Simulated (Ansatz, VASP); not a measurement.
Two plane-wave programs on HfAl2N3

```
Hf Al N
1.0
     3.31416    0.00000    0.00000
    -1.65708    2.87015    0.00000
     0.00000    0.00000   17.18496
Hf Al N
2 4 6
Cartesian
  1.6571 0.9567 4.2962
  0.0000 1.9134 12.8887
  1.6571 0.9567 10.0246
  1.6571 0.9567 15.7529
  0.0000 1.9134 1.4321
  0.0000 1.9134 7.1604
  0.0000 0.0000 0.0000
  0.0000 0.0000 5.7283
  0.0000 0.0000 11.4566
  0.0000 0.0000 2.8642
  0.0000 0.0000 8.5925
  0.0000 0.0000 14.3208
```

Alike in both runs: task relaxation of cell and atoms; functional PBE; k mesh 6 × 6 × 1; occupations gaussian, width 0.1 eV; no spin polarisation.

|  | VASP | Ansatz |
| --- | --- | --- |
| version | VASP 6.6.1 | Ansatz 0.2.0 |
| potentials or method | VASP PAW PBE potentials, release 64 (Hf_pv, Al, N), cutoff 600 eV | scalar-relativistic, plane waves, PAW |
| valence electrons in the cell | 62 | 94 |

VASP gave:

| Item | Value |
| --- | --- |
| gap on the k mesh at the Fermi level, each at its own relaxed structure (eV) | none |
| relaxed volume (Å³/atom) | 9.97 |
| relaxed cell length with the largest relative difference (Å) | 15.740 |

Q: What did Ansatz give for the same quantities?

A: gap on the k mesh at the Fermi level, each at its own relaxed structure (eV): none; relaxed volume (Å³/atom): 10.01; relaxed cell length with the largest relative difference (Å): 15.771.

A gap of «none» marks a metal or a gap that the smearing closes. VASP's potentials hold 62 valence electrons a cell and Ansatz's 94, so a difference there can come from the potentials and not from the codes.

The k mesh is coarse, so the values compare programs but aren't converged. Spin-orbit coupling is off throughout. Noted on VASP's run: the volume moved by over 15 % at a fixed basis, so the end points are rough.
